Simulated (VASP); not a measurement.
SiC (Moissanite 3C):

```xyz
2
Lattice="0.0000 2.1781 2.1781 2.1781 0.0000 2.1781 2.1781 2.1781 0.0000" Properties=species:S:1:pos:R:3 pbc="T T T"
Si    0.0000    0.0000    0.0000
C     1.0890    1.0890    1.0890
```

Base run:

- Program: VASP 6.6.1
- Functional: r2SCAN0
- Potentials or basis: VASP PAW PBE potentials, release 64 (Si, C)
- Cutoff: 520 eV
- k mesh: 8 × 8 × 8
- Occupations: gaussian, width 0.01 eV
- Spin: no spin polarisation

Its results: band gap on the k mesh 3.19 eV, indirect (least direct gap 6.81 eV); pressure -3.6 GPa.

**Question.** The run is repeated on the same cell with these changes: functional from r2SCAN0 to r2SCAN; k mesh from 8 × 8 × 8 to 10 × 10 × 10. What comes out?

**Answer.** Band gap on the k mesh 1.72 eV, indirect (least direct gap 5.06 eV); pressure -0.1 GPa.

Several settings changed at once, so the effect can't be laid on one alone.

Caveats: the PAW data sets were made with another functional, which shifts forces and pressure a little.

A k mesh can miss the band edges.
